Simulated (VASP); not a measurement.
# Ge (Cmmm) in VASP: further runs

The runs below take Ge through single point, with PBE.

Program: VASP 6.6.1. These are calculated values, not measurements. Logs are shortened: lines on timing, memory, paths and dates and some standing lists are left out, and cuts for length are marked.

**1. The cell of the first run**

It takes space group Cmmm (No. 65, orthorhombic). The conventional cell has a = 2.794 Å, b = 5.201 Å, c = 2.698 Å, α = 90.00°, β = 90.00°, γ = 90.00°. Within 3.6 Å of Ge (site symmetry mmm) lie 8 Ge at 2.70 to 2.95 Å.

**2. Single point, PBE**

INCAR reads:

```
SYSTEM = Ge
  PREC = Accurate
  ENCUT = 520
  EDIFF = 1E-6
  ISMEAR = 0
  SIGMA = 0.013000000000000001
  LREAL = .FALSE.
  LASPH = .TRUE.
  NELM = 80
  ALGO = Normal
  ISIF = 2
  LWAVE = .FALSE.
  LCHARG = .TRUE.
  GGA = PE
  LELF = .TRUE.
  LVHAR = .TRUE.
  NBANDS = 13
```

KPOINTS reads:

```
regular mesh
0
G
  11 11 10
  0 0 0
```

POSCAR reads:

```
Ge
1.0
    1.3971490000     -2.6005160000      0.0000000000
    1.3971490000      2.6005160000      0.0000000000
    0.0000000000      0.0000000000      2.6982310000
Ge
1
Direct
    0.5000000000      0.5000000000      0.0000000000
```

Potentials or basis: VASP PAW PBE potentials, release 64 (Ge_d).

Command:

```console
$ cat potpaw_PBE.64/Ge_d/POTCAR > POTCAR
$ mpirun -np 1 vasp_std > vasp.out
```

OUTCAR:

```text
SYSTEM = Ge
   PREC = Accurate
   ENCUT = 520
   EDIFF = 1E-6
   ISMEAR = 0
   LREAL = .FALSE.
   LASPH = .TRUE.
   NELM = 80
   ISIF = 2
   GGA = PE

 ion  position               nearest neighbor table
   1  0.500  0.500  0.000-

  LATTYP: Found a base centered orthorhombic cell.
 ALAT       =     2.7942980000
 B/A-ratio  =     1.8613018368
 C/A-ratio  =     0.9656203454

  Lattice vectors:

 A1 = (   1.3971490000,  -2.6005160000,   0.0000000000)
 A2 = (   1.3971490000,   2.6005160000,   0.0000000000)
 A3 = (   0.0000000000,   0.0000000000,   2.6982310000)

Analysis of symmetry for initial positions (statically):
=====================================================================
 Subroutine PRICEL returns:
 Original cell was already a primitive cell.

 Routine SETGRP: Setting up the symmetry group for a
 base centered orthorhombic supercell.

 Subroutine GETGRP returns: Found  8 space group operations
 (whereof  8 operations were pure point group operations)
 out of a pool of  8 trial point group operations.

The static configuration has the point symmetry D_2h.

Analysis of symmetry for dynamics (positions and initial velocities):
=====================================================================
 Subroutine PRICEL returns:
 Original cell was already a primitive cell.

 Routine SETGRP: Setting up the symmetry group for a
 base centered orthorhombic supercell.

 Subroutine GETGRP returns: Found  8 space group operations
 (whereof  8 operations were pure point group operations)
 out of a pool of  8 trial point group operations.

The dynamic configuration has the point symmetry D_2h.

 Subroutine INISYM returns: Found  8 space group operations
 (whereof  8 operations are pure point group operations),
 and found     1 'primitive' translations

----------------------------------------------------------------------------------------

                                     Primitive cell

  volume of cell :      19.6070

  direct lattice vectors                    reciprocal lattice vectors
     1.397149000 -2.600516000  0.000000000     0.357871637 -0.192269534  0.000000000
     1.397149000  2.600516000  0.000000000     0.357871637  0.192269534  0.000000000
     0.000000000  0.000000000  2.698231000     0.000000000  0.000000000  0.370613191

  length of vectors
     2.952068562  2.952068562  2.698231000     0.406250763  0.406250763  0.370613191

  position of ions in fractional coordinates (direct lattice)
     0.500000000  0.500000000  0.000000000

  ion indices of the primitive-cell ions
   primitive index   ion index
                 1           1

----------------------------------------------------------------------------------------

 KPOINTS: regular mesh

Automatic generation of k-mesh.
 Grid dimensions read from file:
 generate k-points for:   11   11   10

 Generating k-lattice:

  Cartesian coordinates                     Fractional coordinates (reciprocal lattice)
     0.032533785 -0.017479049  0.000000000     0.090909091  0.000000000  0.000000000
     0.032533785  0.017479049  0.000000000     0.000000000  0.090909091  0.000000000
     0.000000000  0.000000000  0.037061319     0.000000000  0.000000000  0.100000000

  Length of vectors
     0.036931888  0.036931888  0.037061319

  Shift w.r.t. Gamma in fractional coordinates (k-lattice)
     0.000000000  0.000000000  0.000000000

 Subroutine IBZKPT returns following result:
 ===========================================

 Found    216 irreducible k-points:

 Following reciprocal coordinates:
            Coordinates               Weight
  0.000000  0.000000  0.000000      1.000000
  0.090909  0.000000  0.000000      4.000000
  0.181818 -0.000000  0.000000      4.000000
  0.272727 -0.000000  0.000000      4.000000
  0.363636 -0.000000  0.000000      4.000000
  0.454545 -0.000000  0.000000      4.000000
[... 16 lines left out ...]
 -0.272727  0.181818  0.000000      4.000000
 -0.181818  0.181818  0.000000      2.000000
 [... further k-points ...]
   k-points           NKPTS =    216   k-points in BZ     NKDIM =    216   number of bands    NBANDS=     13
   number of dos      NEDOS =    301   number of ions     NIONS =      1
   total plane-waves  NPLWV =  11520
   dimension x,y,z NGX =    24 NGY =   24 NGZ =   20
   dimension x,y,z NGXF=    48 NGYF=   48 NGZF=   40
   ions per type =               1
   NGX,Y,Z   is equivalent  to a cutoff of  13.52, 13.52, 12.32 a.u.
   NGXF,Y,Z  is equivalent  to a cutoff of  27.03, 27.03, 24.65 a.u.
 SYSTEM =  Ge
   PREC   = accura    normal or accurate (medium, high low for compatibility)
   ISTART =      0    job   : 0-new  1-cont  2-samecut
   ICHARG =      2    charge: 1-file 2-atom 10-const
   ISPIN  =      1    spin polarized calculation?
   LNONCOLLINEAR =      F non collinear calculations
   LSORBIT =      F    spin-orbit coupling
   LASPH  =      T    aspherical Exc in radial PAW
   ENCUT  =  520.0 eV  38.22 Ry    6.18 a.u.   5.49  5.49  5.02*2*pi/ulx,y,z
   NELM   =     80;   NELMIN=  2; NELMDL= -5     # of ELM steps
   EDIFF  = 0.1E-05   stopping-criterion for ELM
   LREAL  =      F    real-space projection
   EDIFFG = 0.1E-04   stopping-criterion for IOM
   NSW    =      0    number of steps for IOM
   IBRION =     -1    ionic relax: 0-MD 1-quasi-New 2-CG
   NFREE  =      0    steps in history (QN), initial steepest desc. (CG)
   ISIF   =      2    stress and relaxation
   ISYM   =      2    0-nonsym 1-usesym 2-fastsym
   POTIM  = 0.5000    time-step for ionic-motion
   TEBEG  =    0.0;   TEEND  =   0.0 temperature during run
   PSTRESS=    0.0 pullay stress
   NELECT =      14.0000    total number of electrons
   NUPDOWN=      -1.0000    fix difference up-down
   EMIN   =  10.00;   EMAX   =-10.00  energy-range for DOS
   EFERMI =   0.00;   METHOD = LEGACY
   ISMEAR =     0;   SIGMA  =   0.01  broadening in eV -4-tet -1-fermi 0-gaus
   EFERMI_NEDOS =   21; number of points for ismear=-14 and -15
   IALGO  =     38    algorithm
   IMIX   =      4    mixing-type and parameters
     AMIX     =   0.40;   BMIX     =  1.00
     AMIX_MAG =   1.60;   BMIX_MAG =  1.00
  volume/ion in A,a.u.               =      19.61       132.31
  Fermi-wavevector in a.u.,A,eV,Ry     =   1.463234  2.765111 29.130796  2.141053
  Thomas-Fermi vector in A             =   2.579353
   LORBIT       =      0    0 simple, 1 ext, 2 COOP (PROOUT), +10 PAW based schemes
   GGA     = PE    functional components
   LHFCALC =     F    Hartree Fock is set to
   AEXX    =    0.0000 exact exchange contribution
   IVDW    =     0    specifies the selected vdW correction
   LEPSILON=     F    determine dielectric tensor
   LRPA    =     F    only Hartree local field effects (RPA)
 non-spin polarized calculation
 Gauss-broadening in eV      SIGMA  =   0.01
  energy-cutoff  :      520.00
  volume of cell :       19.61
 maximum number of plane-waves:       542
 NGX is ok and might be reduce to    24
   NGX = 11   NGY = 11   NGZ = 11

 number of electron      14.0000003 magnetization

 Free energy of the ion-electron system (eV)
  ---------------------------------------------------
  ext. energy  EPLUGINS =         0.00000000
  ---------------------------------------------------
  free energy    TOTEN  =        -4.26675511 eV

  energy without entropy =       -4.26666370  energy(sigma->0) =       -4.26670940

 E-fermi :   6.1987     XC(G=0): -11.0385

 val. band max:        6.1963141197   @ k =   0.4545   0.0909   0.4000
 cond. band min:       6.2142247852   @ k =   0.1818   0.1818   0.3000
 fundamental gap:      0.0179106655
 Fermi energy:         6.1987040754

 k-point     1 :       0.0000    0.0000    0.0000
  band No.  band energies     occupation
      1     -18.5245      2.00000
      2     -18.4712      2.00000
      3     -18.4206      2.00000
      4     -18.3152      2.00000
      5     -18.2948      2.00000
      6      -6.6459      2.00000
      7      12.8815      0.00000
      8      13.3518      0.00000
      9      14.8616      0.00000
     10      16.3754      0.00000
     11      18.7115      0.00000
     12      21.0920      0.00000
     13      21.2215      0.00000

 k-point     2 :       0.0909    0.0000    0.0000
  band No.  band energies     occupation
      1     -18.5188      2.00000
      2     -18.4625      2.00000
      3     -18.4215      2.00000
      4     -18.3164      2.00000
      5     -18.2987      2.00000
      6      -6.4454      2.00000
      7      12.4764      0.00000
      8      13.0765      0.00000
      9      13.3081      0.00000
     10      16.8231      0.00000
     11      18.4108      0.00000
     12      20.0270      0.00000
     13      22.3929      0.00000

 k-point     3 :       0.1818   -0.0000    0.0000
  band No.  band energies     occupation
      1     -18.5066      2.00000
      2     -18.4457      2.00000
      3     -18.4148      2.00000
      4     -18.3208      2.00000
      5     -18.3083      2.00000
      6      -5.8444      2.00000
      7       9.6873      0.00000
      8      11.8779      0.00000
      9      13.6489      0.00000
     10      16.2422      0.00000
     11      17.9475      0.00000
     12      21.9562      0.00000
     13      25.0160      0.00000

 k-point     4 :       0.2727   -0.0000    0.0000
  band No.  band energies     occupation
      1     -18.4989      2.00000
      2     -18.4385      2.00000
      3     -18.3833      2.00000
      4     -18.3306      2.00000
      5     -18.3167      2.00000
      6      -4.8489      2.00000
      7       6.5656      0.00000
      8      10.8300      0.00000
      9      14.5525      0.00000
     10      15.0026      0.00000
     11      18.8266      0.00000
     12      24.5825      0.00000
     13      27.4913      0.00000

 k-point     5 :       0.3636   -0.0000    0.0000
  band No.  band energies     occupation
      1     -18.5007      2.00000
      2     -18.4298      2.00000
      3     -18.3479      2.00000
      4     -18.3429      2.00000
      5     -18.3210      2.00000
      6      -3.4894      2.00000
      7       3.7002      2.00000
      8      10.0909      0.00000
      9      14.1555      0.00000
     10      15.6604      0.00000
     11      20.1134      0.00000
     12      24.9435      0.00000
     13      25.7547      0.00000
[... 257 lines left out ...]
 k-point    22 :      -0.3636    0.1818    0.0000
  band No.  band energies     occupation
      1     -18.4873      2.00000
      2     -18.4529      2.00000
      3     -18.3750      2.00000
      4     -18.3378      2.00000
      5     -18.3109      2.00000
      6      -4.4538      2.00000
      7       5.8527      2.00000
      8       8.2127      0.00000
      9      14.8676      0.00000
     10      18.9222      0.00000
     11      20.2544      0.00000
     12      23.0828      0.00000
     13      26.7832      0.00000

 k-point    23 :      -0.2727    0.1818    0.0000
  band No.  band energies     occupation
      1     -18.5065      2.00000
      2     -18.4615      2.00000
      3     -18.3849      2.00000
      4     -18.3324      2.00000
      5     -18.3014      2.00000
      6      -5.3898      2.00000
      7       7.0569      0.00000
      8      11.1855      0.00000
      9      14.0443      0.00000
     10      17.8507      0.00000
     11      19.1525      0.00000
     12      22.7427      0.00000
     13      27.1153      0.00000

 k-point    24 :      -0.1818    0.1818    0.0000
  band No.  band energies     occupation
      1     -18.5159      2.00000
      2     -18.4671      2.00000
      3     -18.3958      2.00000
      4     -18.3269      2.00000
      5     -18.2970      2.00000
      6      -5.9390      2.00000
      7       8.4561      0.00000
      8      13.4307      0.00000
      9      13.5434      0.00000
     10      16.8165      0.00000
     11      18.3409      0.00000
     12      24.0004      0.00000
     13      24.0384      0.00000

 [... further k-points ...]
[... 5 lines left out ...]
  --------------------------------------------------------------------------------------
  -------------------------------------------------------------------------------------
  Total        0.1153503     -0.3644118     -0.0600005      0.0000000      0.0000000      0.0000000
  in kB        9.4257914    -29.7777328     -4.9029155      0.0000000      0.0000000      0.0000000
  external PRESSURE =      -8.4182856 kB  Pullay stress =       0.0000000 kB

 VOLUME and BASIS-vectors are now :
 -----------------------------------------------------------------------------
  energy-cutoff  :      520.00
  volume of cell :       19.61
      direct lattice vectors                 reciprocal lattice vectors
     1.397149000 -2.600516000  0.000000000     0.357871637 -0.192269534  0.000000000
     1.397149000  2.600516000  0.000000000     0.357871637  0.192269534  0.000000000
     0.000000000  0.000000000  2.698231000     0.000000000  0.000000000  0.370613191

 POSITION                                       TOTAL-FORCE (eV/Angst)
 -----------------------------------------------------------------------------------
      1.39715      0.00000      0.00000        -0.000000     -0.000000      0.000000
 -----------------------------------------------------------------------------------
    total drift:                               -0.000000     -0.000000     -0.000000

  FREE ENERGIE OF THE ION-ELECTRON SYSTEM (eV)
  ---------------------------------------------------
  free  energy   TOTEN  =        -4.2667551066 eV

  energy  without entropy=       -4.2666636992  energy(sigma->0) =       -4.26670940
```

Wall time 32 s (1 thread of AMD EPYC 9R45 (Zen 5), shared host); peak memory 0.13 GiB.

What came out:

```
Free energy            : -4.2668 eV
Pressure               : -0.8 GPa
Band gap on the k mesh : zero (band 7 reaches 12.88 eV, above the bottom of band 8 at 3.82 eV)
```

**3. Single point, PBE**

INCAR reads:

```
PREC = Accurate
ENCUT = 520
EDIFF = 1E-7
ISMEAR = 0
SIGMA = 0.015
LREAL = F
LASPH = T
NELM = 60
ALGO = Normal
ISIF = 2
LWAVE = F
LCHARG = F
GGA = PE
NBANDS = 13
```

KPOINTS reads:

```
Automatic mesh
0
Gamma
  11 11 10
```

POSCAR is that of step 2.

Potentials or basis: VASP PAW PBE potentials, release 64 (Ge_d).

Command:

```console
$ cat potpaw_PBE.64/Ge_d/POTCAR > POTCAR
$ mpirun -np 1 vasp_std > vasp.out
```

Wall time 36 s (1 thread of AMD EPYC 9R45 (Zen 5), shared host); peak memory 0.13 GiB.

It converged, with:

- Free energy: -4.2668 eV
- Pressure: -0.6 GPa
- Band gap on the k mesh: zero (band 7 reaches 12.88 eV, above the bottom of band 8 at 3.82 eV)

Stress tensor (GPa, compression positive):
```
 1.13  0.00  0.00
 0.00 -2.81  0.00
 0.00  0.00 -0.24
```

Levels at points of the mesh, in eV from the Fermi level:
| k point | band 5 | band 6 | band 7 | band 8 | band 9 | band 10 |
| --- | --- | --- | --- | --- | --- | --- |
| (0.00, 0.00, 0.00) | -24.49 | -12.85 | 6.68 | 7.15 | 8.66 | 10.18 |
| (0.00, 0.00, 0.50) | -24.53 | -9.08 | -5.66 | 9.98 | 11.49 | 16.04 |

**4. Single point, PBE**

INCAR reads:

```
SYSTEM = Ge
PREC = Accurate
ENCUT = 520
EDIFF = 1E-6
ISMEAR = 0
SIGMA = 0.016
LREAL = .FALSE.
LASPH = .TRUE.
NELM = 100
ALGO = Normal
ISIF = 2
LWAVE = .FALSE.
LCHARG = .FALSE.
GGA = PE
NBANDS = 13
```

KPOINTS reads:

```
Automatic mesh
0
G
  11 11 10
  0 0 0
```

POSCAR is that of step 3.

Command:

```console
$ cat potpaw_PBE.64/Ge_d/POTCAR > POTCAR
$ mpirun -np 1 vasp_std > vasp.out
```

It took 31 s on 1 thread of AMD EPYC 9R45 (Zen 5), shared host; peak memory 0.13 GiB.

It converged, with:

```yaml
Free_energy: -4.2668 eV
Pressure: -0.8 GPa
Band_gap_on_the_k_mesh: zero (band 7 reaches 12.88 eV, above the bottom of band 8 at 3.82 eV)
```

Stress tensor (GPa, compression positive):
```
 0.94  0.00  0.00
 0.00 -3.00  0.00
 0.00  0.00 -0.47
```

Levels at points of the mesh, in eV from the Fermi level:
```csv
k point,band 3,band 4,band 5,band 6,band 7,band 8,band 9,band 10,band 11,band 12
"(0.00, 0.00, 0.00)",-24.62,-24.51,-24.49,-12.85,6.68,7.15,8.66,10.18,12.51,14.89
"(0.00, 0.00, 0.50)",-24.58,-24.56,-24.53,-9.08,-5.66,9.98,11.49,16.04,16.13,17.28
```

**5. Single point, PBE**

Edit INCAR of step 4 so:

```diff
@@ -5,6 +5,6 @@
 ISMEAR = 0
-SIGMA = 0.016
+SIGMA = 0.017
 LREAL = .FALSE.
 LASPH = .TRUE.
-NELM = 100
+NELM = 60
 ALGO = Normal
```

KPOINTS is that of step 4.

POSCAR is that of step 4.

Command:

```console
$ cat potpaw_PBE.64/Ge_d/POTCAR > POTCAR
$ mpirun -np 1 vasp_std > vasp.out
```

It took 32 s on 1 thread of AMD EPYC 9R45 (Zen 5), shared host; peak memory 0.14 GiB.

It converged, with:

```yaml
Free_energy: -4.2668 eV
Pressure: -0.8 GPa
Band_gap_on_the_k_mesh: zero (band 7 reaches 12.88 eV, above the bottom of band 8 at 3.82 eV)
```

Stress tensor (GPa, compression positive):
```
 0.93  0.00  0.00
 0.00 -3.00  0.00
 0.00  0.00 -0.46
```

Levels at points of the mesh, in eV from the Fermi level:
| k point | band 4 | band 5 | band 6 | band 7 | band 8 | band 9 | band 10 | band 11 |
| --- | --- | --- | --- | --- | --- | --- | --- | --- |
| (0.00, 0.00, 0.00) | -24.51 | -24.49 | -12.85 | 6.68 | 7.15 | 8.66 | 10.18 | 12.51 |
| (0.00, 0.00, 0.50) | -24.56 | -24.53 | -9.08 | -5.66 | 9.98 | 11.49 | 16.04 | 16.13 |

**6. The runs side by side**

```tsv
smearing	gap on the mesh (eV)	pressure (GPa)
gaussian 0.013 eV	none	-0.8
gaussian 0.015 eV	none	-0.6
gaussian 0.016 eV	none	-0.8
gaussian 0.017 eV	none	-0.8
```

Alike in all rows: task single point; level PBE; potentials or basis VASP PAW PBE potentials, release 64 (Ge_d); no spin polarisation; cell as given; k mesh 11 × 11 × 10; cutoff (eV) 520.

Every run on the cell as given and a fine mesh finds a metal.

Absolute energies hang on the potentials; compare differences alone.
